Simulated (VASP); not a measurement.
# ReSbC (P-6m2) in VASP: a series of runs, part 2 of 2

VASP 6.6.1. The steps go on from the part before.

### 3 Relaxation of cell and atoms, PBE

This run uses another cell than the first one, of 16.33 Å³/atom.

Contents of INCAR:

```
SYSTEM = ReSbC
  PREC = Accurate
  ENCUT = 600
  EDIFF = 1E-7
  ISMEAR = 0
  SIGMA = 0.1
  LREAL = .False.
  LASPH = .True.
  NELM = 80
  ALGO = Normal
  ISIF = 3
  LWAVE = .False.
  LCHARG = .False.
  GGA = PE
  IBRION = 2
  NSW = 100
  EDIFFG = -0.01
```

Contents of KPOINTS:

```
regular mesh
0
Gamma
  15 15 12
  0 0 0
```

Contents of POSCAR:

```
ReSbC
1.0
    3.7412635500      0.0000000000      0.0000000000
   -1.8706317700      3.2400292800      0.0000000000
    0.0000000000      0.0000000000      4.0405646300
Re Sb C
1 1 1
Direct
    0.0000000000      0.0000000000      0.0000000000
    0.6666666700      0.3333333300      0.5000000000
    0.3333333300      0.6666666700      0.5000000000
```

Potentials or basis: VASP PAW PBE potentials, release 64 (Re, Sb, C).

Command:

```
$ cat potpaw_PBE.64/Re/POTCAR potpaw_PBE.64/Sb/POTCAR potpaw_PBE.64/C/POTCAR > POTCAR
$ mpirun -np 1 vasp_std > vasp.out
```

OUTCAR:

```text
SYSTEM = ReSbC
   PREC = Accurate
   ENCUT = 600
   EDIFF = 1E-7
   ISMEAR = 0
   LREAL = .False.
   LASPH = .True.
   NELM = 80
   ISIF = 3
   GGA = PE
   IBRION = 2
   NSW = 100
   EDIFFG = -0.01

 ion  position               nearest neighbor table
   1  0.000  0.000  0.000-   2 2.96   2 2.96   2 2.96   2 2.96   2 2.96   2 2.96
   2  0.667  0.333  0.500-   3 2.16   3 2.16   3 2.16   1 2.96   1 2.96   1 2.96   1 2.96   1 2.96
                             1 2.96
   3  0.333  0.667  0.500-   2 2.16   2 2.16   2 2.16

  LATTYP: Found a hexagonal cell.
 ALAT       =     3.7412635500
 C/A-ratio  =     1.0799999989

  Lattice vectors:

 A1 = (   3.7412635500,   0.0000000000,   0.0000000000)
 A2 = (  -1.8706317700,   3.2400292800,   0.0000000000)
 A3 = (   0.0000000000,   0.0000000000,   4.0405646300)

Analysis of symmetry for initial positions (statically):
=====================================================================
 Subroutine PRICEL returns:
 Original cell was already a primitive cell.

 Routine SETGRP: Setting up the symmetry group for a
 hexagonal supercell.

 Subroutine GETGRP returns: Found 12 space group operations
 (whereof 12 operations were pure point group operations)
 out of a pool of 24 trial point group operations.

The static configuration has the point symmetry D_3h.

Analysis of symmetry for dynamics (positions and initial velocities):
=====================================================================
 Subroutine PRICEL returns:
 Original cell was already a primitive cell.

 Routine SETGRP: Setting up the symmetry group for a
 hexagonal supercell.

 Subroutine GETGRP returns: Found 12 space group operations
 (whereof 12 operations were pure point group operations)
 out of a pool of 24 trial point group operations.

The dynamic configuration has the point symmetry D_3h.

 Subroutine INISYM returns: Found 12 space group operations
 (whereof 12 operations are pure point group operations),
 and found     1 'primitive' translations

----------------------------------------------------------------------------------------

                                     Primitive cell

  volume of cell :      48.9789

  direct lattice vectors                    reciprocal lattice vectors
     3.741263550  0.000000000  0.000000000     0.267289376  0.154319593  0.000000000
    -1.870631770  3.240029280  0.000000000     0.000000000  0.308639186  0.000000000
     0.000000000  0.000000000  4.040564630     0.000000000  0.000000000  0.247490163

  length of vectors
     3.741263550  3.741263550  4.040564630     0.308639186  0.308639186  0.247490163

  position of ions in fractional coordinates (direct lattice)
     0.000000000  0.000000000  0.000000000
     0.666666670  0.333333330  0.500000000
     0.333333330  0.666666670  0.500000000

  ion indices of the primitive-cell ions
   primitive index   ion index
                 1           1
                 2           2
                 3           3

----------------------------------------------------------------------------------------

 KPOINTS: regular mesh

Automatic generation of k-mesh.
 Grid dimensions read from file:
 generate k-points for:   15   15   12

 Generating k-lattice:

  Cartesian coordinates                     Fractional coordinates (reciprocal lattice)
     0.017819292  0.010287973  0.000000000     0.066666667  0.000000000  0.000000000
     0.000000000  0.020575946  0.000000000     0.000000000  0.066666667  0.000000000
     0.000000000  0.000000000  0.020624180     0.000000000  0.000000000  0.083333333

[... 63 lines left out ...]
   ISYM   =      2    0-nonsym 1-usesym 2-fastsym
   POTIM  = 0.5000    time-step for ionic-motion
   TEBEG  =    0.0;   TEEND  =   0.0 temperature during run
   PSTRESS=    0.0 pullay stress
   NELECT =      16.0000    total number of electrons
   NUPDOWN=      -1.0000    fix difference up-down
   EMIN   =  10.00;   EMAX   =-10.00  energy-range for DOS
   EFERMI =   0.00;   METHOD = LEGACY
   ISMEAR =     0;   SIGMA  =   0.10  broadening in eV -4-tet -1-fermi 0-gaus
   EFERMI_NEDOS =   21; number of points for ismear=-14 and -15
   IALGO  =     38    algorithm
   IMIX   =      4    mixing-type and parameters
     AMIX     =   0.40;   BMIX     =  1.00
     AMIX_MAG =   1.60;   BMIX_MAG =  1.00
  volume/ion in A,a.u.               =      16.33       110.18
  Fermi-wavevector in a.u.,A,eV,Ry     =   1.127487  2.130642 17.296107  1.271228
  Thomas-Fermi vector in A             =   2.264174
   LORBIT       =      0    0 simple, 1 ext, 2 COOP (PROOUT), +10 PAW based schemes
   GGA     = PE    functional components
   LHFCALC =     F    Hartree Fock is set to
   AEXX    =    0.0000 exact exchange contribution
   IVDW    =     0    specifies the selected vdW correction
   LEPSILON=     F    determine dielectric tensor
   LRPA    =     F    only Hartree local field effects (RPA)
 conjugate gradient relaxation of ions
 non-spin polarized calculation
 Gauss-broadening in eV      SIGMA  =   0.10
  energy-cutoff  :      600.00
  volume of cell :       48.98
 maximum number of plane-waves:      1666
 NGX is ok and might be reduce to    30
   NGX = 15   NGY = 15   NGZ = 17

--------------------------------------- Ionic step        1  -------------------------------------------

 number of electron      16.0000000 magnetization

 Free energy of the ion-electron system (eV)
  ---------------------------------------------------
  ext. energy  EPLUGINS =         0.00000000
  ---------------------------------------------------
  free energy    TOTEN  =       -17.83143991 eV

  energy without entropy =      -17.80981817  energy(sigma->0) =      -17.82062904

------------------------ aborting loop because EDIFF is reached ----------------------------------------

  FORCE on cell =-STRESS in cart. coord.  units (eV):
  Direction    XX          YY          ZZ          XY          YZ          ZX
  --------------------------------------------------------------------------------------
  -------------------------------------------------------------------------------------
  Total       -0.1888564     -0.1888564     -1.1943845     -0.0000000      0.0000000      0.0000000
  in kB       -6.1777865     -6.1777865    -39.0701829     -0.0000000      0.0000000      0.0000000
  external PRESSURE =     -17.1419186 kB  Pullay stress =       0.0000000 kB
[... 92 lines left out ...]
  FREE ENERGIE OF THE ION-ELECTRON SYSTEM (eV)
  ---------------------------------------------------
  free  energy   TOTEN  =       -17.8447947756 eV

  energy  without entropy=      -17.8226749835  energy(sigma->0) =      -17.83373488

 E-fermi :  10.0606     XC(G=0): -12.4215

 val. band max:       10.0597399788   @ k =   0.4667   0.0000   0.0833
 cond. band min:      10.0623843728   @ k =   0.2000   0.0667   0.0000
 fundamental gap:      0.0026443940
 Fermi energy:        10.0606279006

 k-point     1 :       0.0000    0.0000    0.0000
  band No.  band energies     occupation
      1      -5.2509      2.00000
      2       3.7216      2.00000
      3       4.0200      2.00000
      4       4.0200      2.00000
      5       5.9478      2.00000
      6       9.4474      2.00000
      7       9.4474      2.00000
      8      10.0250      1.38560
      9      10.1183      0.41473
     10      10.1183      0.41472
     11      12.8749      0.00000
     12      12.8749      0.00000
[... 333 lines left out ...]
      1      -2.5965      2.00000
      2      -1.7007      2.00000
      3       1.9411      2.00000
      4       6.4676      2.00000
      5       7.7714      2.00000
      6       8.0725      2.00000
      7       8.6758      2.00000
      8       9.5418      2.00000
      9      11.4978      0.00000
     10      12.4053      0.00000
     11      12.6614      0.00000
     12      14.4044      0.00000

 [... further k-points ...]

[... ionic steps 4 to 20 ...]

--------------------------------------- Ionic step       21  -------------------------------------------

 number of electron      16.0000000 magnetization

------------------------ aborting loop because EDIFF is reached ----------------------------------------
[... 69 lines left out ...]
--------------------------------------- Ionic step       23  -------------------------------------------

 number of electron      16.0000000 magnetization

 Free energy of the ion-electron system (eV)
  ---------------------------------------------------
  ext. energy  EPLUGINS =         0.00000000
  ---------------------------------------------------
  free energy    TOTEN  =       -19.20461158 eV

  energy without entropy =      -19.19415643  energy(sigma->0) =      -19.19938401

 E-fermi :   9.3473     XC(G=0): -12.1747

 val. band max:        9.3419652290   @ k =   0.1333   0.0667   0.0000
 cond. band min:       9.3500238187   @ k =   0.2000  -0.0000   0.0000
 fundamental gap:      0.0080585897
 Fermi energy:         9.3473437737

 k-point     1 :       0.0000    0.0000    0.0000
  band No.  band energies     occupation
      1      -5.4796      2.00000
      2       3.0514      2.00000
      3       3.6843      2.00000
      4       3.6843      2.00000
      5       5.5551      2.00000
      6       8.8324      2.00000
      7       8.8324      2.00000
      8       9.2478      1.84076
      9       9.3723      0.72391
     10       9.3723      0.72391
     11      11.9935      0.00000
     12      11.9935      0.00000
[... 375 lines left out ...]
  FREE ENERGIE OF THE ION-ELECTRON SYSTEM (eV)
  ---------------------------------------------------
  free  energy   TOTEN  =       -19.2046115805 eV

  energy  without entropy=      -19.1941564312  energy(sigma->0) =      -19.19938401

 reached required accuracy - stopping structural energy minimisation
```

OSZICAR:

```text
N       E                     dE             d eps       ncg     rms          rms(c)
DAV:   1     0.645533224655E+02    0.64553E+02   -0.75432E+03  7544   0.144E+03
DAV:   2    -0.142153784726E+02   -0.78769E+02   -0.72795E+02  7520   0.268E+02
DAV:   3    -0.197250924586E+02   -0.55097E+01   -0.51856E+01  7568   0.684E+01
[... 228 lines left out ...]
       N       E                     dE             d eps       ncg     rms          rms(c)
DAV:   1    -0.192046125418E+02   -0.18266E-05   -0.11318E-04  7032   0.307E-01    0.576E-03
DAV:   2    -0.192046123069E+02    0.23482E-06   -0.48550E-06  8756   0.520E-02    0.683E-03
DAV:   3    -0.192046116452E+02    0.66172E-06   -0.12537E-06  7468   0.331E-02    0.203E-03
DAV:   4    -0.192046115805E+02    0.64746E-07   -0.14605E-07  4036   0.514E-03
  23 F= -.19204612E+02 E0= -.19199384E+02  d E =-.489868E-04
```

CONTCAR:

```text
ReSbC
   1.00000000000000
     4.1432101825572989    0.0000000006430103    0.0000000000000000
    -2.0716050851846055    3.5881252755769415    0.0000000000000000
     0.0000000000000000    0.0000000000000000    3.0068761002899675
  Re              Sb              C
     1     1     1
Direct
     0.0000000000000000    0.0000000000000000    1.0000000000000000
     0.6666666699999979    0.3333333300000021    0.5000000000000000
     0.3333333300000021    0.6666666699999979    0.5000000000000000

  0.00000000E+00  0.00000000E+00  0.00000000E+00
  0.00000000E+00  0.00000000E+00  0.00000000E+00
  0.00000000E+00  0.00000000E+00  0.00000000E+00
```

It took 14 min on 1 thread of Intel Xeon 6975P-C (Granite Rapids), shared host; peak memory 0.36 GiB.

Results:

* Free energy: -19.2046 eV
* Relaxed volume: 14.90 Å³/atom
* Relaxed cell: a = 4.143 Å, b = 4.143 Å, c = 3.007 Å, α = 90.00°, β = 90.00°, γ = 120.00°
* Space group after relaxing (to 0.1 Å): P-6m2 (No. 187)
* Pressure after relaxing: 0.1 GPa
* Band gap on the k mesh: zero (bands 8 and 9 overlap by 2.16 eV)

Final structure:
```cif
data_structure
_symmetry_space_group_name_H-M 'P 1'
_symmetry_Int_Tables_number 1
_cell_length_a 4.1432
_cell_length_b 4.1432
_cell_length_c 3.0069
_cell_angle_alpha 90.000
_cell_angle_beta 90.000
_cell_angle_gamma 120.000
_cell_volume 44.70
loop_
_atom_site_label
_atom_site_type_symbol
_atom_site_fract_x
_atom_site_fract_y
_atom_site_fract_z
_atom_site_occupancy
Re1 Re 0.00000 0.00000 0.00000 1
Sb1 Sb 0.66667 0.33333 0.50000 1
C1 C 0.33333 0.66667 0.50000 1
```

Caveat: a cell axis changed by over 15 % at a fixed basis, so the end point is rough; spin-orbit coupling is left out, which moves the levels of the heavy elements.
